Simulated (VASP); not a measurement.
Wanted: the native input for a VASP 6.6.1 run.

```
Task                   : single point
Functional             : PBEsol
Potentials or basis    : VASP PAW PBE potentials, release 64 (B, N)
Cutoff                 : 520 eV
k mesh                 : 12 × 12 × 1
Occupations            : gaussian, width 0.05 eV
Spin                   : no spin polarisation
Dipole correction      : yes
Further INCAR settings : ALGO = Normal; EDIFF = 1e-07; NBANDS = 26
```

The structure of BN lies in POSCAR:

```
BN
1.0
    2.5041946702      0.0000000000      0.0000000000
   -1.2520973351      2.1686962004      0.0000000000
    0.0000000000      0.0000000000     25.4461306388
B N
4 4
Direct
    0.6666666667      0.3333333333      0.2947402930
    0.3333333333      0.6666666667      0.4315598863
    0.0000000000      0.0000000000      0.5683794796
    0.6666666667      0.3333333333      0.7051990729
    0.3333333333      0.6666666667      0.2948009271
    0.0000000000      0.0000000000      0.4316205204
    0.6666666667      0.3333333333      0.5684401137
    0.3333333333      0.6666666667      0.7052597070
```

These files were run (other wordings do the same):

INCAR

```
SYSTEM = BN
  ALGO = Normal
  DIPOL = 0.5 0.5 0.500
  EDIFF = 1E-7
  ENCUT = 520
  GGA = PS
  IDIPOL = 3
  ISIF = 2
  ISMEAR = 0
  LASPH = .TRUE.
  LCHARG = .FALSE.
  LDIPOL = .TRUE.
  LREAL = .FALSE.
  LWAVE = .FALSE.
  NBANDS = 26
  NELM = 100
  PREC = Accurate
  SIGMA = 0.05
```

KPOINTS

```
k-points
0
G
  12 12 1
  0 0 0
```

Potentials or basis: VASP PAW PBE potentials, release 64 (B, N).

Launch:

```bash
$ cat potpaw_PBE.64/B/POTCAR potpaw_PBE.64/N/POTCAR > POTCAR
$ mpirun -np 1 vasp_std > vasp.out
```

Results of the run:

```json
{
  "Largest force": "0.045 eV/Å",
  "Band gap on the k mesh": "4.18 eV (least direct gap 4.34 eV)"
}
```

Caveat: the PAW data sets were made with another functional, which shifts forces and pressure a little.

It took 100 s on 1 thread of Intel(R) Xeon(R) Platinum 8259CL CPU @ 2.50GHz (Skylake/Cascade Lake) (shared host), peak memory 0.26 GiB.
